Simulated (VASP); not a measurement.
# AlFe (Pm-3m) in VASP: single point with PBE

Aim: the single point of AlFe with PBE.

All numbers are computed with VASP 6.6.1; they aren't measurements. Logs are shortened: lines on timing, memory, paths and dates and some standing lists are left out, and cuts for length are marked.

## Step 1: The cell of the first run

Symmetry: Pm-3m, No. 221, cubic system. Conventional cell: a = 2.909 Å, b = 2.909 Å, c = 2.909 Å, α = 90.00°, β = 90.00°, γ = 90.00°. Fe (site symmetry m-3m) has 8 Al at 2.52 Å and 6 Fe at 2.91 Å within 3.3 Å. Within 3.3 Å of Al (site symmetry m-3m) lie 8 Fe at 2.52 Å and 6 Al at 2.91 Å.

## Step 2: Single point, PBE, non-collinear spin, typed start, spin-orbit coupling

The input, INCAR:

```
PREC     = Accurate       # precision mode
ENCUT    = 520            # plane-wave cutoff, eV
EDIFF    = 1E-6           # SCF threshold, eV
ISMEAR   = -1             # smearing method
SIGMA    = 0.1            # smearing width, eV
LREAL    = F              # projectors in reciprocal space
LASPH    = T              # aspherical terms in the spheres
NELM     = 150            # most SCF steps
ALGO     = Normal         # electronic algorithm
ISIF     = 2              # what is computed and relaxed
LWAVE    = F              # write WAVECAR
LCHARG   = F              # write CHGCAR
MAGMOM   = 0.929 -2.841 2.659 0 0 0 # initial moments
LORBIT   = 11             # projections on sites
LSORBIT  = T              # spin-orbit coupling
GGA_COMPAT= F            
LORBMOM  = T            
LMAXMIX  = 4              # l up to which the mixer works
GGA      = PE             # functional
NBANDS   = 23             # bands
```

The input, KPOINTS:

```
Automatic mesh
0
Gamma
  8 8 8
```

The input, POSCAR:

```
AlFe
1.0
    2.9091610000      0.0000000000      0.0000000000
    0.0000000000      2.9091610000      0.0000000000
    0.0000000000      0.0000000000      2.9091610000
Fe Al
1 1
Direct
    0.5000000000      0.5000000000      0.5000000000
    0.0000000000      0.0000000000      0.0000000000
```

Potentials or basis: VASP PAW PBE potentials, release 64 (Fe, Al).

On the command line:

```
> cat potpaw_PBE.64/Fe/POTCAR potpaw_PBE.64/Al/POTCAR > POTCAR
> mpirun -np 1 vasp_ncl > vasp.out
```

OUTCAR:

```text
PREC = Accurate
   ENCUT = 520
   EDIFF = 1E-6
   ISMEAR = -1
   LREAL = F
   LASPH = T
   NELM = 150
   ISIF = 2
   LORBIT = 11
   LSORBIT = T
   GGA = PE

 ion  position               nearest neighbor table
   1  0.500  0.500  0.500-   2 2.52   2 2.52   2 2.52   2 2.52   2 2.52   2 2.52   2 2.52   2 2.52

   2  0.000  0.000  0.000-   1 2.52   1 2.52   1 2.52   1 2.52   1 2.52   1 2.52   1 2.52   1 2.52

  LATTYP: Found a simple cubic cell.
 ALAT       =     2.9091610000

  Lattice vectors:

 A1 = (   2.9091610000,   0.0000000000,   0.0000000000)
 A2 = (   0.0000000000,   2.9091610000,   0.0000000000)
 A3 = (   0.0000000000,   0.0000000000,   2.9091610000)

Analysis of symmetry for initial positions (statically):
=====================================================================
 Subroutine PRICEL returns:
 Original cell was already a primitive cell.

 Routine SETGRP: Setting up the symmetry group for a
 simple cubic supercell.

 Subroutine GETGRP returns: Found 48 space group operations
 (whereof 48 operations were pure point group operations)
 out of a pool of 48 trial point group operations.

The static configuration has the point symmetry O_h .

Analysis of symmetry for dynamics (positions and initial velocities):
=====================================================================
 Subroutine PRICEL returns:
 Original cell was already a primitive cell.

 Routine SETGRP: Setting up the symmetry group for a
 simple cubic supercell.

 Subroutine GETGRP returns: Found 48 space group operations
 (whereof 48 operations were pure point group operations)
 out of a pool of 48 trial point group operations.

The dynamic configuration has the point symmetry O_h .

Analysis of structural, dynamic, and magnetic symmetry:
=====================================================================
 Subroutine PRICEL returns:
 Original cell was already a primitive cell.

 Routine SETGRP: Setting up the symmetry group for a
 simple cubic supercell.

 Subroutine GETGRP returns: Found  2 space group operations
 (whereof  2 operations were pure point group operations)
 out of a pool of 48 trial point group operations.

The overall configuration has the point symmetry S_2 .

 Subroutine INISYM returns: Found  2 space group operations
 (whereof  2 operations are pure point group operations),
 and found     1 'primitive' translations

----------------------------------------------------------------------------------------

                                     Primitive cell

  volume of cell :      24.6209

  direct lattice vectors                    reciprocal lattice vectors
     2.909161000  0.000000000  0.000000000     0.343741718  0.000000000  0.000000000
     0.000000000  2.909161000  0.000000000     0.000000000  0.343741718  0.000000000
     0.000000000  0.000000000  2.909161000     0.000000000  0.000000000  0.343741718

  length of vectors
     2.909161000  2.909161000  2.909161000     0.343741718  0.343741718  0.343741718

  position of ions in fractional coordinates (direct lattice)
     0.500000000  0.500000000  0.500000000
     0.000000000  0.000000000  0.000000000

  ion indices of the primitive-cell ions
   primitive index   ion index
                 1           1
                 2           2

----------------------------------------------------------------------------------------

 KPOINTS: Automatic mesh

Automatic generation of k-mesh.
 Grid dimensions read from file:
 generate k-points for:    8    8    8

 Generating k-lattice:

  Cartesian coordinates                     Fractional coordinates (reciprocal lattice)
     0.042967715  0.000000000  0.000000000     0.125000000  0.000000000  0.000000000
     0.000000000  0.042967715  0.000000000     0.000000000  0.125000000  0.000000000
     0.000000000  0.000000000  0.042967715     0.000000000  0.000000000  0.125000000

  Length of vectors
     0.042967715  0.042967715  0.042967715

  Shift w.r.t. Gamma in fractional coordinates (k-lattice)
     0.000000000  0.000000000  0.000000000

 Subroutine IBZKPT returns following result:
 ===========================================

 Found    260 irreducible k-points:

 Following reciprocal coordinates:
            Coordinates               Weight
  0.000000  0.000000  0.000000      1.000000
  0.125000  0.000000  0.000000      2.000000
  0.000000  0.125000  0.000000      2.000000
  0.000000  0.000000  0.125000      2.000000
[... 49 lines left out ...]
   PSTRESS=    0.0 pullay stress
   NELECT =      11.0000    total number of electrons
   NUPDOWN=      -1.0000    fix difference up-down
   EMIN   =  10.00;   EMAX   =-10.00  energy-range for DOS
   EFERMI =   0.00;   METHOD = LEGACY
   ISMEAR =    -1;   SIGMA  =   0.10  broadening in eV -4-tet -1-fermi 0-gaus
   EFERMI_NEDOS =   21; number of points for ismear=-14 and -15
   IALGO  =     38    algorithm
   IMIX   =      4    mixing-type and parameters
     AMIX     =   0.40;   BMIX     =  1.00
     AMIX_MAG =   1.60;   BMIX_MAG =  1.00
  volume/ion in A,a.u.               =      12.31        83.07
  Fermi-wavevector in a.u.,A,eV,Ry     =   1.251521  2.365031 21.310854  1.566304
  Thomas-Fermi vector in A             =   2.385464
   LORBIT       =     11    0 simple, 1 ext, 2 COOP (PROOUT), +10 PAW based schemes
   GGA     = PE    functional components
   LHFCALC =     F    Hartree Fock is set to
   AEXX    =    0.0000 exact exchange contribution
   IVDW    =     0    specifies the selected vdW correction
   LEPSILON=     F    determine dielectric tensor
   LRPA    =     F    only Hartree local field effects (RPA)
  energy-cutoff  :      520.00
  volume of cell :       24.62
 maximum number of plane-waves:      1382
 NGX is ok and might be reduce to    24
   NGX = 11   NGY = 11   NGZ = 11

 number of electron      10.9999994 magnetization       0.1723151     -0.5252539      0.4908549

 Free energy of the ion-electron system (eV)
  ---------------------------------------------------
  ext. energy  EPLUGINS =         0.00000000
  ---------------------------------------------------
  free energy    TOTEN  =       -12.67537732 eV

  energy without entropy =      -12.59727582  energy(sigma->0) =      -12.63632657

 E-fermi :   7.7116     XC(G=0): -11.9754

 val. band max:        7.7113608293   @ k =  -0.1250   0.3750   0.5000
 cond. band min:       7.7116819902   @ k =  -0.1250   0.5000   0.3750
 fundamental gap:      0.0003211609
 Fermi energy:         7.7115857643

 k-point     1 :       0.0000    0.0000    0.0000
  band No.  band energies     occupation
      1      -2.5585      1.00000
      2      -2.5530      1.00000
      3       5.2316      1.00000
      4       5.2319      1.00000
      5       5.6603      1.00000
      6       5.6605      1.00000
[... 613 lines left out ...]
     22      21.4347      0.00000
     23      21.7763      0.00000

 [... further k-points ...]

------------------------ aborting loop because EDIFF is reached ----------------------------------------

  FORCE on cell =-STRESS in cart. coord.  units (eV):
  Direction    XX          YY          ZZ          XY          YZ          ZX
  --------------------------------------------------------------------------------------
  -------------------------------------------------------------------------------------
  Total       -0.8405955     -0.8407963     -0.8407286     -0.0000985     -0.0004336      0.0000770
  in kB      -54.7008900    -54.7139556    -54.7095511     -0.0064121     -0.0282148      0.0050112
  external PRESSURE =     -54.7081322 kB  Pullay stress =       0.0000000 kB

 VOLUME and BASIS-vectors are now :
 -----------------------------------------------------------------------------
  energy-cutoff  :      520.00
  volume of cell :       24.62
      direct lattice vectors                 reciprocal lattice vectors
     2.909161000  0.000000000  0.000000000     0.343741718  0.000000000  0.000000000
     0.000000000  2.909161000  0.000000000     0.000000000  0.343741718  0.000000000
     0.000000000  0.000000000  2.909161000     0.000000000  0.000000000  0.343741718

 POSITION                                       TOTAL-FORCE (eV/Angst)
 -----------------------------------------------------------------------------------
      1.45458      1.45458      1.45458         0.000000      0.000000      0.000000
      0.00000      0.00000      0.00000         0.000000      0.000000      0.000000
 -----------------------------------------------------------------------------------
    total drift:                                0.000000     -0.000000     -0.000000

  FREE ENERGIE OF THE ION-ELECTRON SYSTEM (eV)
  ---------------------------------------------------
  free  energy   TOTEN  =       -12.6753773193 eV

  energy  without entropy=      -12.5972758178  energy(sigma->0) =      -12.63632657

 orbital moment (x)

 # of ion     p       d       tot
 ----------------------------------------
  1         0.000   0.011   0.011
  2         0.000   0.000   0.000
 ----------------------------------------
            0.000   0.011   0.011

 orbital moment (y)

 # of ion     p       d       tot
 ----------------------------------------
  1        -0.000  -0.034  -0.035
  2        -0.000   0.000  -0.000
 ----------------------------------------
           -0.000  -0.034  -0.035

 orbital moment (z)

 # of ion     p       d       tot
 ----------------------------------------
  1         0.000   0.032   0.032
  2         0.000   0.000   0.000
 ----------------------------------------
            0.000   0.032   0.032

 Spin-Orbit-Coupling matrix elements

 Ion:    1  E_soc:     -0.0135217
 l=   1
     0.0000000    -0.0002739    -0.0002731
    -0.0002739     0.0000000    -0.0002730
    -0.0002731    -0.0002730     0.0000000
 l=   2
     0.0000000    -0.0004762     0.0000000    -0.0004220    -0.0015272
    -0.0004762     0.0000000    -0.0011387    -0.0004685    -0.0003796
     0.0000000    -0.0011387     0.0000000    -0.0011472     0.0000000
    -0.0004220    -0.0004685    -0.0011472     0.0000000    -0.0003815
    -0.0015272    -0.0003796     0.0000000    -0.0003815     0.0000000
 l=   3
     0.0000000     0.0000000     0.0000000     0.0000000     0.0000000     0.0000000     0.0000000
     0.0000000     0.0000000     0.0000000     0.0000000     0.0000000     0.0000000     0.0000000
     0.0000000     0.0000000     0.0000000     0.0000000     0.0000000     0.0000000     0.0000000
     0.0000000     0.0000000     0.0000000     0.0000000     0.0000000     0.0000000     0.0000000
     0.0000000     0.0000000     0.0000000     0.0000000     0.0000000     0.0000000     0.0000000
     0.0000000     0.0000000     0.0000000     0.0000000     0.0000000     0.0000000     0.0000000
     0.0000000     0.0000000     0.0000000     0.0000000     0.0000000     0.0000000     0.0000000

 Ion:    2  E_soc:     -0.0002664
 l=   1
     0.0000000    -0.0000444    -0.0000444
    -0.0000444     0.0000000    -0.0000444
    -0.0000444    -0.0000444     0.0000000
 l=   2
     0.0000000     0.0000000     0.0000000     0.0000000     0.0000000
     0.0000000     0.0000000     0.0000000     0.0000000     0.0000000
     0.0000000     0.0000000     0.0000000     0.0000000     0.0000000
     0.0000000     0.0000000     0.0000000     0.0000000     0.0000000
     0.0000000     0.0000000     0.0000000     0.0000000     0.0000000
 l=   3
     0.0000000     0.0000000     0.0000000     0.0000000     0.0000000     0.0000000     0.0000000
     0.0000000     0.0000000     0.0000000     0.0000000     0.0000000     0.0000000     0.0000000
     0.0000000     0.0000000     0.0000000     0.0000000     0.0000000     0.0000000     0.0000000
     0.0000000     0.0000000     0.0000000     0.0000000     0.0000000     0.0000000     0.0000000
     0.0000000     0.0000000     0.0000000     0.0000000     0.0000000     0.0000000     0.0000000
     0.0000000     0.0000000     0.0000000     0.0000000     0.0000000     0.0000000     0.0000000
     0.0000000     0.0000000     0.0000000     0.0000000     0.0000000     0.0000000     0.0000000

 total charge

# of ion       s       p       d       tot
------------------------------------------
    1        0.417   0.476   6.452   7.344
    2        0.396   0.421   0.000   0.816
--------------------------------------------------
tot          0.812   0.897   6.452   8.160

 magnetization (x)

# of ion       s       p       d       tot
------------------------------------------
    1        0.000   0.002   0.181   0.183
    2       -0.002  -0.004   0.000  -0.006
--------------------------------------------------
tot         -0.002  -0.003   0.181   0.177

 magnetization (y)

# of ion       s       p       d       tot
------------------------------------------
    1       -0.001  -0.005  -0.552  -0.557
    2        0.006   0.013   0.000   0.019
--------------------------------------------------
tot          0.005   0.008  -0.552  -0.539

 magnetization (z)

# of ion       s       p       d       tot
------------------------------------------
    1        0.001   0.004   0.515   0.521
    2       -0.006  -0.012   0.000  -0.018
--------------------------------------------------
tot         -0.005  -0.007   0.515   0.503
```

It took 6.9 min on 1 thread of Intel Xeon Platinum 8375C at 2.90GHz (Ice Lake), shared host; peak memory 0.36 GiB.

What came out:

| Quantity | Value |
| --- | --- |
| Free energy | -12.6754 eV |
| Pressure | -5.5 GPa |
| Net moment | 0.74 μB per cell |
| Valence electrons inside the program's atomic spheres | Fe 7.34; Al 0.82 |

Moments on the atoms (μB; x, y, z):
```
Fe   0.18 -0.56  0.52
Al  -0.01  0.02 -0.02
```
